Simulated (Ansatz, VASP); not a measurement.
Two plane-wave programs on YN

```
Y N
1.0
     0.00000    2.38914    2.38914
     2.38914    0.00000    2.38914
     2.38914    2.38914    0.00000
Y N
1 1
Direct
  0.00000 0.00000 0.00000
  0.50000 0.50000 0.50000
```

Change from the starting cell: volume scaled by 0.9405, PAW files.

Alike in both runs: task electric field gradients; functional PBE; k mesh 9 × 9 × 9; occupations fermi-dirac, width 0.03 eV; no spin polarisation.

|  | VASP | Ansatz |
| --- | --- | --- |
| version | VASP 6.6.1 | Ansatz 0.2.0 |
| potentials or method | VASP PAW PBE potentials, release 64 (Y_sv, N) | PAW with Ansatz's default frozen-core files, scalar-relativistic |
| plane-wave cutoff (eV) | 520 | 420 |
| valence electrons in the cell | 16 | 16 |

|  | VASP | Ansatz | Ansatz less VASP |
| --- | --- | --- | --- |
| pressure (GPa) | 14.7 | 14.9 | +0.24 |

The functional is the same, so the differences come from potentials, cutoffs and numerics.
